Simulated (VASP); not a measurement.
A run of VASP 6.6.1 is set up as follows.

INCAR

```
PREC = Accurate ; ENCUT = 520
EDIFF = 1E-7 ; ISMEAR = -1
SIGMA = 0.05 ; LREAL = F
LASPH = T ; NELM = 80
ALGO = Normal ; ISIF = 2
LWAVE = F ; LCHARG = F
GGA = PE ; NBANDS = 36
```

File KPOINTS:

```
Automatic mesh
0
Gamma
  6 6 6
```

The input POSCAR:

```
ZnBi3
1.0
    4.8731640000      0.0000000000      0.0000000000
    0.0000000000      4.8731640000      0.0000000000
    0.0000000000      0.0000000000      4.8731640000
Bi Zn
3 1
Direct
    0.5000000000      0.5000000000      0.0000000000
    0.5000000000      0.0000000000      0.5000000000
    0.0000000000      0.5000000000      0.5000000000
    0.0000000000      0.0000000000      0.0000000000
```

Potentials or basis: VASP PAW PBE potentials, release 64 (Bi_d, Zn).

Run with:

```sh
$ cat potpaw_PBE.64/Bi_d/POTCAR potpaw_PBE.64/Zn/POTCAR > POTCAR
$ mpirun -np 1 vasp_std > vasp.out
```

(1) Estimate the pressure.

Results:

(1) -0.1 GPa.
